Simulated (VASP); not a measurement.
# Ge (I4_1/amd) in VASP: a series of runs

The runs below take Ge through single point, with r2SCAN.

All numbers are computed with VASP 6.6.1; they aren't measurements. Logs are shortened: lines on timing, memory, paths and dates and some standing lists are left out, and cuts for length are marked.

### Step 1. The cell of the first run

It takes space group I4_1/amd (No. 141, tetragonal). The conventional cell has a = 4.055 Å, b = 4.055 Å, c = 5.506 Å, α = 90.00°, β = 90.00°, γ = 90.00°. Ge (site symmetry -4m2) has 4 Ge at 2.45 Å within 3.2 Å.

### Step 2. Single point, r2SCAN

POSCAR

```
Ge
1.0
    0.0000000000      2.8675250898      2.7528240862
    2.8675250898      0.0000000000      2.7528240862
    2.8675250898      2.8675250898      0.0000000000
Ge
2
Direct
    0.5000000000      0.5000000000      0.5000000000
    0.7500000000      0.7500000000      0.7500000000
```

INCAR.step1

```
ALGO = Normal
EDIFF = 1E-4
ENCUT = 520
GGA = PE
ISMEAR = 0
LASPH = T
LCHARG = F
LREAL = F
LWAVE = T
NBANDS = 21
NELM = 100
PREC = Accurate
SIGMA = 0.05
```

INCAR.step2

```
ALGO = Normal
EDIFF = 1E-7
ENCUT = 520
ISIF = 2
ISMEAR = 0
ISTART = 1
LASPH = T
LCHARG = F
LMIXTAU = T
LREAL = F
LWAVE = F
METAGGA = R2SCAN
NBANDS = 21
NELM = 100
PREC = Accurate
SIGMA = 0.05
```

KPOINTS

```
k-points
0
Gamma
  12 12 12
```

Potentials or basis: VASP PAW PBE potentials, release 64 (Ge_d).

The run is started by

```
$ cat potpaw_PBE.64/Ge_d/POTCAR > POTCAR
$ cp INCAR.step1 INCAR
$ mpirun -np 1 vasp_std > vasp.out
$ cp INCAR.step2 INCAR
$ mpirun -np 1 vasp_std > vasp.out
```

OUTCAR:

```text
EDIFF = 1E-7
   ENCUT = 520
   ISIF = 2
   ISMEAR = 0
   ISTART = 1
   LASPH = T
   LREAL = F
   METAGGA = R2SCAN
   NELM = 100
   PREC = Accurate

 ion  position               nearest neighbor table
   1  0.500  0.500  0.500-   2 2.45   2 2.45   2 2.45   2 2.45
   2  0.750  0.750  0.750-   1 2.45   1 2.45   1 2.45   1 2.45

  LATTYP: Found a body centered tetragonal cell.
 ALAT       =     4.0552928724
 C/A-ratio  =     1.3576450199

  Lattice vectors:

 A1 = (   0.0000000000,  -2.8675250898,  -2.7528240862)
 A2 = (   0.0000000000,   2.8675250898,  -2.7528240862)
 A3 = (   2.8675250898,   0.0000000000,   2.7528240862)

Analysis of symmetry for initial positions (statically):
=====================================================================
 Subroutine PRICEL returns:
 Original cell was already a primitive cell.

 Routine SETGRP: Setting up the symmetry group for a
 body centered tetragonal supercell.

 Subroutine GETGRP returns: Found 16 space group operations
 (whereof  8 operations were pure point group operations)
 out of a pool of 16 trial point group operations.

The static configuration has the point symmetry D_2d.
 The point group associated with its full space group is D_4h.

Analysis of symmetry for dynamics (positions and initial velocities):
=====================================================================
 Subroutine PRICEL returns:
 Original cell was already a primitive cell.

 Routine SETGRP: Setting up the symmetry group for a
 body centered tetragonal supercell.

 Subroutine GETGRP returns: Found 16 space group operations
 (whereof  8 operations were pure point group operations)
 out of a pool of 16 trial point group operations.

The dynamic configuration has the point symmetry D_2d.
 The point group associated with its full space group is D_4h.

 Subroutine INISYM returns: Found 16 space group operations
 (whereof  8 operations are pure point group operations),
 and found     1 'primitive' translations

----------------------------------------------------------------------------------------

                                     Primitive cell

  volume of cell :      45.2713

  direct lattice vectors                    reciprocal lattice vectors
     0.000000000  2.867525090  2.752824086    -0.174366391  0.174366391  0.181631657
     2.867525090  0.000000000  2.752824086     0.174366391 -0.174366391  0.181631657
     2.867525090  2.867525090  0.000000000     0.174366391  0.174366391 -0.181631657

  length of vectors
[... 76 lines left out ...]
   ISPIN  =      1    spin polarized calculation?
   LNONCOLLINEAR =      F non collinear calculations
   LSORBIT =      F    spin-orbit coupling
   LASPH  =      T    aspherical Exc in radial PAW
   ENCUT  =  520.0 eV  38.22 Ry    6.18 a.u.   7.39  7.39  7.54*2*pi/ulx,y,z
   NELM   =    100;   NELMIN=  2; NELMDL=  0     # of ELM steps
   EDIFF  = 0.1E-06   stopping-criterion for ELM
   LREAL  =      F    real-space projection
   EDIFFG = 0.1E-05   stopping-criterion for IOM
   NSW    =      0    number of steps for IOM
   IBRION =     -1    ionic relax: 0-MD 1-quasi-New 2-CG
   NFREE  =      0    steps in history (QN), initial steepest desc. (CG)
   ISIF   =      2    stress and relaxation
   ISYM   =      2    0-nonsym 1-usesym 2-fastsym
   POTIM  = 0.5000    time-step for ionic-motion
   TEBEG  =    0.0;   TEEND  =   0.0 temperature during run
   PSTRESS=    0.0 pullay stress
   NELECT =      28.0000    total number of electrons
   NUPDOWN=      -1.0000    fix difference up-down
   EMIN   =  10.00;   EMAX   =-10.00  energy-range for DOS
   EFERMI =   0.00;   METHOD = LEGACY
   ISMEAR =     0;   SIGMA  =   0.05  broadening in eV -4-tet -1-fermi 0-gaus
   EFERMI_NEDOS =   21; number of points for ismear=-14 and -15
   IALGO  =     38    algorithm
   IMIX   =      4    mixing-type and parameters
     AMIX     =   0.40;   BMIX     =  1.00
     AMIX_MAG =   1.60;   BMIX_MAG =  1.00
  volume/ion in A,a.u.               =      22.64       152.75
  Fermi-wavevector in a.u.,A,eV,Ry     =   1.394825  2.635838 26.470653  1.945538
  Thomas-Fermi vector in A             =   2.518337
   LORBIT       =      0    0 simple, 1 ext, 2 COOP (PROOUT), +10 PAW based schemes
   METAGGA = R2SCAN    functional components
   LHFCALC =     F    Hartree Fock is set to
   AEXX    =    0.0000 exact exchange contribution
   IVDW    =     0    specifies the selected vdW correction
   LEPSILON=     F    determine dielectric tensor
   LRPA    =     F    only Hartree local field effects (RPA)
 non-spin polarized calculation
 Gauss-broadening in eV      SIGMA  =   0.05
  energy-cutoff  :      520.00
  volume of cell :       45.27
 maximum number of plane-waves:      1237
 NGX is ok and might be reduce to    30

 number of electron      28.0000019 magnetization

 Free energy of the ion-electron system (eV)
  ---------------------------------------------------
  ext. energy  EPLUGINS =         0.00000000
  ---------------------------------------------------
  free energy    TOTEN  =       -27.73080000 eV

  energy without entropy =      -27.73079808  energy(sigma->0) =      -27.73079904

 E-fermi :   5.1017     XC(G=0): -10.8219

 val. band max:        5.0166259519   @ k =   0.0000   0.0000   0.0000
 cond. band min:       5.1923799918   @ k =   0.0000   0.0000   0.0000
 fundamental gap:      0.1757540399
 Fermi energy:         5.1016545778

 k-point     1 :       0.0000    0.0000    0.0000
  band No.  band energies     occupation
      1     -20.6993      2.00000
      2     -20.6880      2.00000
      3     -20.6880      2.00000
      4     -20.6548      2.00000
      5     -20.6499      2.00000
      6     -20.4416      2.00000
[... 565 lines left out ...]
     20      15.0998      0.00000
     21      16.0364      0.00000

 [... further k-points ...]
[... 5 lines left out ...]
  --------------------------------------------------------------------------------------
  -------------------------------------------------------------------------------------
  Total       -0.0941473     -0.0941473      0.7924706      0.0000000      0.0000000      0.0000000
  in kB       -3.3319282     -3.3319282     28.0459939      0.0000000      0.0000000      0.0000000
  external PRESSURE =       7.1273792 kB  Pullay stress =       0.0000000 kB

 VOLUME and BASIS-vectors are now :
 -----------------------------------------------------------------------------
  energy-cutoff  :      520.00
  volume of cell :       45.27
      direct lattice vectors                 reciprocal lattice vectors
     0.000000000  2.867525090  2.752824086    -0.174366391  0.174366391  0.181631657
     2.867525090  0.000000000  2.752824086     0.174366391 -0.174366391  0.181631657
     2.867525090  2.867525090  0.000000000     0.174366391  0.174366391 -0.181631657

 POSITION                                       TOTAL-FORCE (eV/Angst)
 -----------------------------------------------------------------------------------
      2.86753      2.86753      2.75282        -0.000000     -0.000000      0.000000
      4.30129      4.30129      4.12924         0.000000      0.000000      0.000000
 -----------------------------------------------------------------------------------
    total drift:                                0.000000     -0.000000     -0.000000

  FREE ENERGIE OF THE ION-ELECTRON SYSTEM (eV)
  ---------------------------------------------------
  free  energy   TOTEN  =       -27.7308000034 eV

  energy  without entropy=      -27.7307980751  energy(sigma->0) =      -27.73079904
```

OUTCAR.step1:

```text
EDIFF = 1E-4
   ENCUT = 520
   GGA = PE
   ISMEAR = 0
   LASPH = T
[... 800 lines left out ...]
 -----------------------------------------------------------------------------------
      2.86753      2.86753      2.75282         0.000000      0.000000      0.000000
      4.30129      4.30129      4.12924        -0.000000     -0.000000     -0.000000
 -----------------------------------------------------------------------------------
    total drift:                                0.000000     -0.000000     -0.000000

  FREE ENERGIE OF THE ION-ELECTRON SYSTEM (eV)
  ---------------------------------------------------
  free  energy   TOTEN  =        -8.9982433218 eV

  energy  without entropy=       -8.9982328408  energy(sigma->0) =       -8.99823808
```

OSZICAR.step1:

```text
N       E                     dE             d eps       ncg     rms          rms(c)
DAV:   1     0.193295697950E+03    0.19330E+03   -0.14669E+04  7688   0.366E+03
DAV:   2     0.187268968971E+02   -0.17457E+03   -0.16896E+03  6856   0.624E+02
DAV:   3    -0.817784167804E+01   -0.26905E+02   -0.26732E+02  7876   0.143E+02
DAV:   4    -0.907086657069E+01   -0.89302E+00   -0.89256E+00  7756   0.307E+01
DAV:   5    -0.908556549367E+01   -0.14699E-01   -0.14698E-01  7824   0.434E+00    0.320E+00
DAV:   6    -0.902703955472E+01    0.58526E-01   -0.21907E-02  7819   0.145E+00    0.189E+00
DAV:   7    -0.899636932907E+01    0.30670E-01   -0.48072E-02  7758   0.196E+00    0.146E-01
DAV:   8    -0.899803168344E+01   -0.16624E-02   -0.58200E-03  7726   0.922E-01    0.432E-02
DAV:   9    -0.899822922283E+01   -0.19754E-03   -0.23475E-04  6449   0.169E-01    0.140E-02
DAV:  10    -0.899824332182E+01   -0.14099E-04   -0.26621E-05  5123   0.561E-02
   1 F= -.89982433E+01 E0= -.89982381E+01  d E =-.104810E-04
```

Wall time 5.3 min (1 thread of Intel Xeon 6975P-C (Granite Rapids), shared host); peak memory 0.26 GiB.

Results:

```yaml
Free_energy: -27.7308 eV
Pressure: 0.7 GPa
Band_gap_on_the_k_mesh: 0.18 eV, direct
```

Levels at points of the mesh, in eV from the valence-band top:
| k point | band 11 | band 12 | band 13 | band 14 | band 15 | band 16 | band 17 | band 18 |
| --- | --- | --- | --- | --- | --- | --- | --- | --- |
| (0.00, 0.00, 0.00) | -13.52 | -0.32 | -0.32 | 0.00 | 0.18 | 2.36 | 2.58 | 2.58 |
| (0.50, 0.00, 0.00) | -11.32 | -8.08 | -1.88 | -1.51 | 0.20 | 3.66 | 3.95 | 7.47 |
| (0.50, 0.50, 0.00) | -9.29 | -9.29 | -3.63 | -3.63 | 0.53 | 0.53 | 9.91 | 9.91 |
| (0.50, 0.00, 0.50) | -9.50 | -9.50 | -3.33 | -3.33 | 0.88 | 0.88 | 9.78 | 9.78 |

Caveat: the PAW data sets were made with another functional, which shifts forces and pressure a little.

### Step 3. Single point, r2SCAN

This run uses another cell than the first one, of the same volume but with other edges.

POSCAR

```
Ge
1.0
    0.0000000000      3.1753468143      2.2449701977
    3.1753468143      0.0000000000      2.2449701977
    3.1753468143      3.1753468143      0.0000000000
Ge
2
Direct
    0.5000000000      0.5000000000      0.5000000000
    0.7500000000      0.7500000000      0.7500000000
```

INCAR.step1

```
PREC = Accurate
ENCUT = 520
ISMEAR = 0
SIGMA = 0.05
LREAL = F
LASPH = T
NELM = 100
NBANDS = 21
GGA = PE
ALGO = Normal
EDIFF = 1E-4
LWAVE = T
LCHARG = F
```

INCAR.step2

```
PREC = Accurate
ENCUT = 520
EDIFF = 1E-6
ISMEAR = 0
SIGMA = 0.05
LREAL = F
LASPH = T
NELM = 100
ALGO = Normal
ISIF = 2
LWAVE = F
LCHARG = F
METAGGA = R2SCAN
LMIXTAU = T
NBANDS = 21
ISTART = 1
```

KPOINTS

```
Automatic mesh
0
Gamma
  12 12 12
```

Potentials or basis: VASP PAW PBE potentials, release 64 (Ge_d).

The run is started by

```
$ cat potpaw_PBE.64/Ge_d/POTCAR > POTCAR
$ cp INCAR.step1 INCAR
$ mpirun -np 1 vasp_std > vasp.out
$ cp INCAR.step2 INCAR
$ mpirun -np 1 vasp_std > vasp.out
```

It took 14 min on 1 thread of Intel Xeon 8259CL, shared host; peak memory 0.27 GiB.

Results (log left out):

| Item | Value |
| --- | --- |
| Free energy | -27.2303 eV |
| Pressure | -1.4 GPa |
| Band gap on the k mesh | zero (band 14 reaches 5.78 eV, above the bottom of band 15 at 3.58 eV) |

Stress tensor (GPa, compression positive):
```
-4.83  0.00  0.00
 0.00 -4.83  0.00
 0.00  0.00  5.38
```

Levels at points of the mesh, in eV from the Fermi level:
| k point | band 10 | band 11 | band 12 | band 13 | band 14 | band 15 | band 16 | band 17 | band 18 | band 19 |
| --- | --- | --- | --- | --- | --- | --- | --- | --- | --- | --- |
| (0.00, 0.00, 0.00) | -25.06 | -12.95 | -0.51 | -0.51 | -0.25 | 1.62 | 2.34 | 4.20 | 4.20 | 7.13 |
| (0.50, 0.00, 0.00) | -25.08 | -10.62 | -7.54 | -2.35 | -0.65 | -0.33 | 3.26 | 5.48 | 8.73 | 9.78 |
| (0.50, 0.50, 0.00) | -25.17 | -7.94 | -7.94 | -4.29 | -4.29 | -0.07 | -0.07 | 10.24 | 10.24 | 12.27 |
| (0.50, 0.00, 0.50) | -25.09 | -9.42 | -9.42 | -1.68 | -1.68 | 2.47 | 2.47 | 7.11 | 7.11 | 8.98 |

Caveat: the PAW data sets were made with another functional, which shifts forces and pressure a little.

### Step 4. Single point, r2SCAN

This run uses another cell than the first one, of the same volume but with other edges.

POSCAR

```
Ge
1.0
    0.0000000000      2.5202744367      3.5636680535
    2.5202744367      0.0000000000      3.5636680535
    2.5202744367      2.5202744367      0.0000000000
Ge
2
Direct
    0.5000000000      0.5000000000      0.5000000000
    0.7500000000      0.7500000000      0.7500000000
```

INCAR.step1

```
  ALGO = Normal
  EDIFF = 1E-4
  ENCUT = 520
  GGA = PE
  ISMEAR = 0
  LASPH = T
  LCHARG = F
  LREAL = F
  LWAVE = T
  NBANDS = 21
  NELM = 80
  PREC = Accurate
  SIGMA = 0.05
```

INCAR.step2

```
  ALGO = Normal
  EDIFF = 1E-7
  ENCUT = 520
  ISIF = 2
  ISMEAR = 0
  ISTART = 1
  LASPH = T
  LCHARG = F
  LMIXTAU = T
  LREAL = F
  LWAVE = F
  METAGGA = R2SCAN
  NBANDS = 21
  NELM = 80
  PREC = Accurate
  SIGMA = 0.05
```

KPOINTS

```
k-points
0
Gamma
  12 12 12
```

The run is started by

```
$ cat potpaw_PBE.64/Ge_d/POTCAR > POTCAR
$ cp INCAR.step1 INCAR
$ mpirun -np 1 vasp_std > vasp.out
$ cp INCAR.step2 INCAR
$ mpirun -np 1 vasp_std > vasp.out
```

It took 12 min on 1 thread of Intel Xeon 8259CL, shared host; peak memory 0.26 GiB.

Results (log left out):

| Quantity | Value |
| --- | --- |
| Free energy | -26.7917 eV |
| Pressure | 1.5 GPa |
| Band gap on the k mesh | zero (band 14 reaches 6.22 eV, above the bottom of band 15 at 4.69 eV) |

Stress tensor (GPa, compression positive):
```
  7.82   0.00   0.00
  0.00   7.82   0.00
  0.00   0.00 -11.12
```

Levels at points of the mesh, in eV from the Fermi level:
```
           k point  band 12  band 13  band 14  band 15  band 16  band 17
(0.00, 0.00, 0.00)    -2.63    -1.58     1.20     1.20     2.58     2.58
(0.50, 0.00, 0.00)    -7.94    -3.21    -1.46     0.55     5.03     5.11
(0.50, 0.50, 0.00)   -10.43    -1.27    -1.27     3.13     3.13     8.85
(0.50, 0.00, 0.50)    -8.54    -3.75    -3.75    -0.01    -0.01     6.54
```

Caveat: the PAW data sets were made with another functional, which shifts forces and pressure a little.

### Step 5. Summary

```tsv
cell	gap on the mesh (eV)	pressure (GPa)
a = 3.975, b = 3.975, c = 4.055 Å, angles 59.3, 59.3, 61.3°, 2 atoms	0.18	0.7
a = 3.889, b = 3.889, c = 4.491 Å, angles 54.7, 54.7, 70.5°, 2 atoms	none	-1.4
a = 4.365, b = 4.365, c = 3.564 Å, angles 65.9, 65.9, 48.2°, 2 atoms	none	1.5
```

Alike in all rows: task single point; level r2SCAN; potentials or basis VASP PAW PBE potentials, release 64 (Ge_d); no spin polarisation; k mesh 12 × 12 × 12; cutoff (eV) 520; smearing gaussian 0.05 eV.

Caveats: the PAW data sets were made with another functional, which shifts forces and pressure a little.

Absolute energies hang on the potentials; compare differences alone.
